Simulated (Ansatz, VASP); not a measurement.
Rh in VASP and in Ansatz

```
Rh
1.0
     0.00000    1.89785    1.89785
     1.89785    0.00000    1.89785
     1.89785    1.89785    0.00000
Rh
1
Direct
  0.00000 0.00000 0.00000
```

Alike in both runs: functional r2SCAN; k mesh 7 × 7 × 7; occupations fermi-dirac, width 0.05 eV; no spin polarisation.

```csv
,VASP,Ansatz
version,VASP 6.6.1,Ansatz 0.2.0
potentials or method,"VASP PAW PBE potentials, release 64 (Rh_sv_GW)",Ansatz PAW
plane-wave cutoff (eV),580,500
valence electrons in the cell,17,17
task,single point,projected density of states
```

|  | VASP | Ansatz | Ansatz less VASP |
| --- | --- | --- | --- |
| gap on the k mesh at the Fermi level (eV) | none | none | - |
| pressure (GPa) | -1.7 | 0.0 | +1.65 |

VASP's potentials were made for PBE, not for r2SCAN. A gap of «none» marks a metal or a gap that the smearing closes. The functional is the same, so the differences come from potentials, cutoffs and numerics.

The k mesh is coarse, so the values compare programs but aren't converged.
